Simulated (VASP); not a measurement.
A run of VASP 6.6.1:

The input INCAR:

```
SYSTEM = GaCo
PREC = Accurate ; ENCUT = 520
EDIFF = 1E-7 ; ISMEAR = 0
SIGMA = 0.1 ; LREAL = .False.
LASPH = .True. ; NELM = 150
ALGO = Normal ; ISIF = 2
LWAVE = .False. ; LCHARG = .False.
ISPIN = 2 ; MAGMOM = 0 0.32
LORBIT = 11 ; LMAXMIX = 4
GGA = PE ; NBANDS = 22
```

Contents of KPOINTS:

```
Automatic mesh
0
Gamma
  20 20 20
  0 0 0
```

POSCAR

```
GaCo
1.0
    2.8815790854      0.0000000000      0.0000000000
    0.0000000000      2.8815790854      0.0000000000
    0.0000000000      0.0000000000      2.8815790854
Ga Co
1 1
Direct
    0.5000000000      0.5000000000      0.5000000000
    0.0000000000      0.0000000000      0.0000000000
```

Potentials or basis: VASP PAW PBE potentials, release 64 (Ga_d, Co).

Launch:

```console
$ cat potpaw_PBE.64/Ga_d/POTCAR potpaw_PBE.64/Co/POTCAR > POTCAR
$ mpirun -np 1 vasp_std > vasp.out
```

Hardware: 1 thread of Oxide Virtual Turin-like Processor (shared host).

Q: How long does it take, and how much memory?

A: Wall time 6.4 min on 1 thread of Oxide Virtual Turin-like Processor, on a shared host, peak memory 0.3 GiB. Counts: scf iterations 20, k points 286.
